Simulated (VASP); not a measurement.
# Li2S (Fm-3m) in VASP: a series of runs

Runs on Li2S. Level: PBE. Tasks: single point.

All numbers are computed with VASP 6.6.1; they aren't measurements. Logs are shortened: lines on timing, memory, paths and dates and some standing lists are left out, and cuts for length are marked.

## (1) The cell of the first run

The structure is cubic, space group Fm-3m (No. 225). Conventional cell: a = 5.818 Å, b = 5.818 Å, c = 5.818 Å, α = 90.00°, β = 90.00°, γ = 90.00°. Within 3.3 Å of Li (site symmetry -43m) lie 4 S at 2.52 Å and 6 Li at 2.91 Å. Within 3.3 Å of S (site symmetry m-3m) lie 8 Li at 2.52 Å.

## (2) Single point, PBE

Input file INCAR:

```
SYSTEM = Li2S
  PREC = Accurate
  ENCUT = 750
  EDIFF = 1E-6
  ISMEAR = 0
  SIGMA = 0.02
  LREAL = .FALSE.
  LASPH = .TRUE.
  NELM = 120
  ALGO = Normal
  ISIF = 2
  LWAVE = .FALSE.
  LCHARG = .TRUE.
  GGA = PE
  LELF = .TRUE.
  LVHAR = .TRUE.
  NBANDS = 13
  GGA_COMPAT = .FALSE.
```

Input file KPOINTS:

```
Automatic mesh
0
G
  8 8 8
  0 0 0
```

Input file POSCAR:

```
Li2S
1.0
    0.0000000000      2.9087677353      2.9087677353
    2.9087677353      0.0000000000      2.9087677353
    2.9087677353      2.9087677353      0.0000000000
Li S
2 1
Direct
    0.2500000000      0.2500000000      0.2500000000
    0.7500000000      0.7500000000      0.7500000000
    0.0000000000      0.0000000000      0.0000000000
```

Potentials or basis: VASP PAW PBE potentials, release 64 (Li_sv, S).

Command:

```
$ cat potpaw_PBE.64/Li_sv/POTCAR potpaw_PBE.64/S/POTCAR > POTCAR
$ mpirun -np 1 vasp_std > vasp.out
```

OUTCAR:

```text
SYSTEM = Li2S
   PREC = Accurate
   ENCUT = 750
   EDIFF = 1E-6
   ISMEAR = 0
   LREAL = .FALSE.
   LASPH = .TRUE.
   NELM = 120
   ISIF = 2
   GGA = PE

 ion  position               nearest neighbor table
   1  0.250  0.250  0.250-   3 2.52   3 2.52   3 2.52   3 2.52
   2  0.750  0.750  0.750-   3 2.52   3 2.52   3 2.52   3 2.52
   3  0.000  0.000  0.000-   2 2.52   2 2.52   2 2.52   1 2.52   2 2.52   1 2.52   1 2.52   1 2.52

  LATTYP: Found a face centered cubic cell.
 ALAT       =     5.8175354706

  Lattice vectors:

 A1 = (   0.0000000000,   2.9087677353,   2.9087677353)
 A2 = (   2.9087677353,   0.0000000000,   2.9087677353)
 A3 = (   2.9087677353,   2.9087677353,   0.0000000000)

Analysis of symmetry for initial positions (statically):
[... 33 lines left out ...]
                                     Primitive cell

  volume of cell :      49.2218

  direct lattice vectors                    reciprocal lattice vectors
     0.000000000  2.908767735  2.908767735    -0.171894096  0.171894096  0.171894096
     2.908767735  0.000000000  2.908767735     0.171894096 -0.171894096  0.171894096
     2.908767735  2.908767735  0.000000000     0.171894096  0.171894096 -0.171894096

  length of vectors
     4.113618781  4.113618781  4.113618781     0.297729308  0.297729308  0.297729308

  position of ions in fractional coordinates (direct lattice)
     0.250000000  0.250000000  0.250000000
     0.750000000  0.750000000  0.750000000
     0.000000000  0.000000000  0.000000000

  ion indices of the primitive-cell ions
   primitive index   ion index
                 1           1
                 2           2
                 3           3

----------------------------------------------------------------------------------------

 KPOINTS: Automatic mesh

Automatic generation of k-mesh.
 Grid dimensions read from file:
 generate k-points for:    8    8    8

 Generating k-lattice:

  Cartesian coordinates                     Fractional coordinates (reciprocal lattice)
    -0.021486762  0.021486762  0.021486762     0.125000000  0.000000000  0.000000000
     0.021486762 -0.021486762  0.021486762     0.000000000  0.125000000  0.000000000
     0.021486762  0.021486762 -0.021486762     0.000000000  0.000000000  0.125000000

  Length of vectors
     0.037216163  0.037216163  0.037216163

  Shift w.r.t. Gamma in fractional coordinates (k-lattice)
     0.000000000  0.000000000  0.000000000

 Subroutine IBZKPT returns following result:
 ===========================================

 Found     29 irreducible k-points:

 Following reciprocal coordinates:
            Coordinates               Weight
  0.000000  0.000000  0.000000      1.000000
  0.125000  0.000000  0.000000      8.000000
  0.250000  0.000000  0.000000      8.000000
  0.375000  0.000000  0.000000      8.000000
  0.500000  0.000000  0.000000      4.000000
  0.125000  0.125000  0.000000      6.000000
[... 16 lines left out ...]
  0.500000  0.250000  0.125000     48.000000
 -0.375000  0.250000  0.125000     24.000000
 [... further k-points ...]
   k-points           NKPTS =     29   k-points in BZ     NKDIM =     29   number of bands    NBANDS=     13
   number of dos      NEDOS =    301   number of ions     NIONS =      3
   total plane-waves  NPLWV =  64000
   dimension x,y,z NGX =    40 NGY =   40 NGZ =   40
   dimension x,y,z NGXF=    80 NGYF=   80 NGZF=   80
   ions per type =               2   1
   NGX,Y,Z   is equivalent  to a cutoff of  16.17, 16.17, 16.17 a.u.
   NGXF,Y,Z  is equivalent  to a cutoff of  32.33, 32.33, 32.33 a.u.
 SYSTEM =  Li2S
   PREC   = accura    normal or accurate (medium, high low for compatibility)
   ISTART =      0    job   : 0-new  1-cont  2-samecut
   ICHARG =      2    charge: 1-file 2-atom 10-const
   ISPIN  =      1    spin polarized calculation?
   LNONCOLLINEAR =      F non collinear calculations
   LSORBIT =      F    spin-orbit coupling
   LASPH  =      T    aspherical Exc in radial PAW
   ENCUT  =  750.0 eV  55.12 Ry    7.42 a.u.   9.19  9.19  9.19*2*pi/ulx,y,z
   NELM   =    120;   NELMIN=  2; NELMDL= -5     # of ELM steps
   EDIFF  = 0.1E-05   stopping-criterion for ELM
   LREAL  =      F    real-space projection
   EDIFFG = 0.1E-04   stopping-criterion for IOM
   NSW    =      0    number of steps for IOM
   IBRION =     -1    ionic relax: 0-MD 1-quasi-New 2-CG
   NFREE  =      0    steps in history (QN), initial steepest desc. (CG)
   ISIF   =      2    stress and relaxation
   ISYM   =      2    0-nonsym 1-usesym 2-fastsym
   POTIM  = 0.5000    time-step for ionic-motion
   TEBEG  =    0.0;   TEEND  =   0.0 temperature during run
   PSTRESS=    0.0 pullay stress
   NELECT =      12.0000    total number of electrons
   NUPDOWN=      -1.0000    fix difference up-down
   EMIN   =  10.00;   EMAX   =-10.00  energy-range for DOS
   EFERMI =   0.00;   METHOD = LEGACY
   ISMEAR =     0;   SIGMA  =   0.02  broadening in eV -4-tet -1-fermi 0-gaus
   EFERMI_NEDOS =   21; number of points for ismear=-14 and -15
   IALGO  =     38    algorithm
   IMIX   =      4    mixing-type and parameters
     AMIX     =   0.40;   BMIX     =  1.00
     AMIX_MAG =   1.60;   BMIX_MAG =  1.00
  volume/ion in A,a.u.               =      16.41       110.72
  Fermi-wavevector in a.u.,A,eV,Ry     =   1.022703  1.932628 14.230625  1.045921
  Thomas-Fermi vector in A             =   2.156397
   LORBIT       =      0    0 simple, 1 ext, 2 COOP (PROOUT), +10 PAW based schemes
   GGA     = PE    functional components
   LHFCALC =     F    Hartree Fock is set to
   AEXX    =    0.0000 exact exchange contribution
   IVDW    =     0    specifies the selected vdW correction
   LEPSILON=     F    determine dielectric tensor
   LRPA    =     F    only Hartree local field effects (RPA)
 non-spin polarized calculation
 Gauss-broadening in eV      SIGMA  =   0.02
  energy-cutoff  :      750.00
  volume of cell :       49.22
 maximum number of plane-waves:      2332
 NGX is ok and might be reduce to    40

 number of electron      11.9999997 magnetization

 Free energy of the ion-electron system (eV)
  ---------------------------------------------------
  ext. energy  EPLUGINS =         0.00000000
  ---------------------------------------------------
  free energy    TOTEN  =       -11.97525253 eV

  energy without entropy =      -11.97525253  energy(sigma->0) =      -11.97525253

 E-fermi :   1.3153     XC(G=0):  -8.2765

 val. band max:        1.0981247808   @ k =   0.0000   0.0000   0.0000
 cond. band min:       4.5173038136   @ k =   0.5000   0.5000   0.0000
 fundamental gap:      3.4191790327
 Fermi energy:         1.3152812276

 k-point     1 :       0.0000    0.0000    0.0000
  band No.  band energies     occupation
      1     -43.1987      2.00000
      2     -43.1653      2.00000
      3      -9.7682      2.00000
      4       1.0981      2.00000
      5       1.0981      2.00000
      6       1.0981      2.00000
      7       5.0546      0.00000
      8       7.2902      0.00000
      9       7.2902      0.00000
     10       7.2902      0.00000
     11      12.1111      0.00000
     12      12.1111      0.00000
     13      13.2048      0.00000

 k-point     2 :       0.1250    0.0000    0.0000
  band No.  band energies     occupation
      1     -43.1974      2.00000
      2     -43.1666      2.00000
      3      -9.7171      2.00000
      4       0.5403      2.00000
      5       1.0186      2.00000
      6       1.0186      2.00000
      7       5.4872      0.00000
      8       7.5112      0.00000
      9       7.5112      0.00000
     10       7.5884      0.00000
     11      11.1534      0.00000
     12      11.1534      0.00000
     13      13.3186      0.00000

 k-point     3 :       0.2500    0.0000    0.0000
  band No.  band energies     occupation
      1     -43.1935      2.00000
      2     -43.1700      2.00000
      3      -9.5869      2.00000
      4      -0.4773      2.00000
      5       0.8450      2.00000
      6       0.8450      2.00000
      7       6.1794      0.00000
      8       7.8233      0.00000
      9       7.8233      0.00000
     10       8.3084      0.00000
     11      10.7797      0.00000
     12      10.7797      0.00000
     13      13.6702      0.00000

 k-point     4 :       0.3750    0.0000    0.0000
  band No.  band energies     occupation
      1     -43.1879      2.00000
      2     -43.1752      2.00000
      3      -9.4451      2.00000
      4      -1.2826      2.00000
      5       0.6921      2.00000
      6       0.6921      2.00000
      7       6.7035      0.00000
      8       7.7401      0.00000
      9       7.7401      0.00000
     10       8.9568      0.00000
     11      11.7745      0.00000
     12      11.7745      0.00000
     13      14.1439      0.00000

 k-point     5 :       0.5000    0.0000    0.0000
  band No.  band energies     occupation
      1     -43.1815      2.00000
      2     -43.1815      2.00000
      3      -9.3825      2.00000
      4      -1.5824      2.00000
      5       0.6338      2.00000
      6       0.6338      2.00000
      7       6.9101      0.00000
      8       7.6332      0.00000
      9       7.6333      0.00000
     10       9.2008      0.00000
     11      13.4578      0.00000
     12      13.4578      0.00000
     13      13.9014      0.00000
[... 257 lines left out ...]
 k-point    22 :       0.3750    0.2500    0.1250
  band No.  band energies     occupation
      1     -43.1911      2.00000
      2     -43.1722      2.00000
      3      -9.4887      2.00000
      4      -0.5965      2.00000
      5       0.1900      2.00000
      6       0.6221      2.00000
      7       6.3554      0.00000
      8       7.9698      0.00000
      9       8.1014      0.00000
     10       9.0177      0.00000
     11       9.9123      0.00000
     12      12.9879      0.00000
     13      15.2762      0.00000

 k-point    23 :       0.5000    0.2500    0.1250
  band No.  band energies     occupation
      1     -43.1866      2.00000
      2     -43.1764      2.00000
      3      -9.3729      2.00000
      4      -1.0865      2.00000
      5      -0.0329      2.00000
      6       0.4045      2.00000
      7       6.7091      0.00000
      8       7.6772      0.00000
      9       8.9191      0.00000
     10       9.2954      0.00000
     11      10.7958      0.00000
     12      13.0763      0.00000
     13      14.5509      0.00000

 k-point    24 :      -0.3750    0.2500    0.1250
  band No.  band energies     occupation
      1     -43.1814      2.00000
      2     -43.1814      2.00000
      3      -9.3224      2.00000
      4      -1.2984      2.00000
      5      -0.0575      2.00000
      6       0.2724      2.00000
      7       6.8823      0.00000
      8       7.5196      0.00000
      9       9.2325      0.00000
     10       9.8080      0.00000
     11      11.1523      0.00000
     12      12.3879      0.00000
     13      14.1346      0.00000

 [... further k-points ...]

------------------------ aborting loop because EDIFF is reached ----------------------------------------

  FORCE on cell =-STRESS in cart. coord.  units (eV):
  Direction    XX          YY          ZZ          XY          YZ          ZX
  --------------------------------------------------------------------------------------
  -------------------------------------------------------------------------------------
  Total       -0.7195863     -0.7195863     -0.7195863      0.0000000      0.0000000      0.0000000
  in kB      -23.4226677    -23.4226677    -23.4226677      0.0000000      0.0000000      0.0000000
  external PRESSURE =     -23.4226677 kB  Pullay stress =       0.0000000 kB

 VOLUME and BASIS-vectors are now :
 -----------------------------------------------------------------------------
  energy-cutoff  :      750.00
  volume of cell :       49.22
      direct lattice vectors                 reciprocal lattice vectors
     0.000000000  2.908767735  2.908767735    -0.171894096  0.171894096  0.171894096
     2.908767735  0.000000000  2.908767735     0.171894096 -0.171894096  0.171894096
     2.908767735  2.908767735  0.000000000     0.171894096  0.171894096 -0.171894096

 POSITION                                       TOTAL-FORCE (eV/Angst)
 -----------------------------------------------------------------------------------
      1.45438      1.45438      1.45438        -0.000000     -0.000000     -0.000000
      4.36315      4.36315      4.36315         0.000000      0.000000      0.000000
      0.00000      0.00000      0.00000        -0.000000     -0.000000      0.000000
 -----------------------------------------------------------------------------------
    total drift:                                0.000000     -0.000000      0.000000

  FREE ENERGIE OF THE ION-ELECTRON SYSTEM (eV)
  ---------------------------------------------------
  free  energy   TOTEN  =       -11.9752525332 eV

  energy  without entropy=      -11.9752525332  energy(sigma->0) =      -11.97525253
```

Run time: 72 s. Hardware: 1 thread of AMD EPYC 7R43 (Zen 3), shared host; peak memory 0.2 GiB.

Results:

| Quantity | Value |
| --- | --- |
| Free energy | -11.9753 eV |
| Pressure | -2.3 GPa |
| Band gap on the k mesh | 3.42 eV, indirect (least direct gap 3.96 eV) |

Levels at points of the mesh, in eV from the valence-band top:
```tsv
k point	band 3	band 4	band 5	band 6	band 7	band 8	band 9	band 10
(0.00, 0.00, 0.00)	-10.87	0.00	0.00	0.00	3.96	6.19	6.19	6.19
(0.50, 0.00, 0.00)	-10.48	-2.68	-0.46	-0.46	5.81	6.54	6.54	8.10
(0.50, 0.50, 0.00)	-10.37	-2.04	-1.30	-1.30	3.42	6.91	10.64	10.64
```

## (3) Single point, PBE

Input file INCAR:

```
PREC     = Accurate       # precision mode
ENCUT    = 750            # plane-wave cutoff, eV
EDIFF    = 1E-6           # SCF threshold, eV
ISMEAR   = 0              # smearing method
SIGMA    = 0.02           # smearing width, eV
LREAL    = F              # projectors in reciprocal space
LASPH    = T              # aspherical terms in the spheres
NELM     = 120            # most SCF steps
ALGO     = Normal         # electronic algorithm
ISIF     = 2              # what is computed and relaxed
LWAVE    = F              # write WAVECAR
LCHARG   = T              # write CHGCAR
GGA      = PE             # functional
LELF     = T              # ELF
LVHAR    = T            
NBANDS   = 13             # bands
GGA_COMPAT= F
```

Input file KPOINTS:

```
regular mesh
0
Gamma
  8 8 8
```

POSCAR is that of step 2.

Potentials or basis: VASP PAW PBE potentials, release 64 (Li_sv, S).

Command:

```
$ cat potpaw_PBE.64/Li_sv/POTCAR potpaw_PBE.64/S/POTCAR > POTCAR
$ mpirun -np 1 vasp_std > vasp.out
```

Run time: 69 s. Hardware: 1 thread of AMD EPYC 7R43 (Zen 3), shared host; peak memory 0.19 GiB.

It converged, with:

| Property | Result |
| --- | --- |
| Free energy | -11.9753 eV |
| Pressure | -2.3 GPa |
| Band gap on the k mesh | 3.42 eV, indirect (least direct gap 3.96 eV) |

Levels at points of the mesh, in eV from the valence-band top:
| k point | band 3 | band 4 | band 5 | band 6 | band 7 | band 8 | band 9 | band 10 |
| --- | --- | --- | --- | --- | --- | --- | --- | --- |
| (0.00, 0.00, 0.00) | -10.87 | 0.00 | 0.00 | 0.00 | 3.96 | 6.19 | 6.19 | 6.19 |
| (0.50, 0.00, 0.00) | -10.48 | -2.68 | -0.46 | -0.46 | 5.81 | 6.54 | 6.54 | 8.10 |
| (0.50, 0.50, 0.00) | -10.37 | -2.04 | -1.30 | -1.30 | 3.42 | 6.91 | 10.64 | 10.64 |

A k mesh can miss the band edges. As with any semilocal functional, this PBE gap is likely too small.

(Continued in part 2 of 2.)
